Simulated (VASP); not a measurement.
**InSb: single point with LDA**

InSb:

```xyz
2
Lattice="2.8960 0.0000 0.0000 0.0000 2.8960 0.0000 0.0000 0.0000 5.4677" Properties=species:S:1:pos:R:3 pbc="T T T"
In    0.0000    0.0000    0.0000
Sb    0.0000    0.0000    2.7339
```

```yaml
Program: VASP 6.6.1
Task: single point
Functional: LDA
Potentials_or_basis: VASP PAW LDA potentials, release 64 (In_d, Sb)
Cutoff: 520 eV
k_mesh: 16 × 16 × 8
Occupations: gaussian, width 0.15 eV
Spin: no spin polarisation
```

```
Pressure               : 15.6 GPa
Band gap on the k mesh : zero (bands 9 and 10 overlap by 6.39 eV)
```

Stress tensor (GPa, compression positive):
```
11.16  0.00  0.00
 0.00 11.16  0.00
 0.00  0.00 24.34
```

Levels at points of the mesh, in eV from the Fermi level:
```csv
k point,band 6,band 7,band 8,band 9,band 10,band 11,band 12,band 13
"(0.00, 0.00, 0.00)",-13.30,-7.19,-6.14,4.39,4.39,7.56,7.77,9.15
"(0.50, 0.00, 0.00)",-9.81,-6.61,-3.42,-2.80,-1.95,2.64,7.22,10.92
"(0.50, 0.50, 0.00)",-6.08,-3.97,-3.97,-0.79,1.09,1.09,2.00,2.35
"(0.00, 0.00, 0.50)",-13.12,-9.85,-0.07,0.64,4.85,4.85,7.79,8.55
"(0.50, 0.00, 0.50)",-9.82,-6.05,-5.84,-3.44,3.34,4.09,6.39,7.48
"(0.50, 0.50, 0.50)",-6.18,-3.50,-3.50,-2.01,-0.27,-0.27,2.32,4.41
```

It took 59 s on 1 thread of Intel(R) Xeon(R) Platinum 8375C CPU @ 2.90GHz (Ice Lake) (shared host), peak memory 0.28 GiB.

Caveat: the cell stands under pressure; spin-orbit coupling is left out, which moves the levels of the heavy elements.
